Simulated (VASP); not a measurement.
A run of VASP 6.6.1 is set up as follows.

The input INCAR:

```
SYSTEM = HPt3
ALGO = Normal ; DIPOL = 0.5 0.5 0.363
EDIFF = 1E-6 ; ENCUT = 520
GGA = PE ; IDIPOL = 3
ISIF = 2 ; ISMEAR = 0
LASPH = .True. ; LCHARG = .False.
LDIPOL = .True. ; LREAL = .False.
LWAVE = .False. ; NBANDS = 24
NELM = 100 ; PREC = Accurate
SIGMA = 0.1
```

File KPOINTS:

```
k-points
0
Gamma
  12 12 1
  0 0 0
```

Contents of POSCAR:

```
HPt3
1.0
    2.8071640675      0.0000000000      0.0000000000
   -1.4035820338      2.4310753951      0.0000000000
    0.0000000000      0.0000000000     20.1192652917
Pt H
3 1
Direct
    0.6666666667      0.3333333333      0.1988144170
    0.3333333333      0.6666666667      0.3136149989
   -0.1288458794     -0.1861014801      0.4321629849
    0.6666666667      0.6666666667      0.5055133498
```

Potentials or basis: VASP PAW PBE potentials, release 64 (Pt, H).

Run with:

```console
$ cat potpaw_PBE.64/Pt/POTCAR potpaw_PBE.64/H/POTCAR > POTCAR
$ mpirun -np 1 vasp_std > vasp.out
```

Problem. What does it give for the largest force?

Solution. 0.286 eV/Å.

Forces on the atoms (eV/Å):
```
Pt   0.033  0.059 -0.103
Pt  -0.149 -0.215  0.115
Pt   0.010  0.012 -0.064
H    0.107  0.144  0.052
```
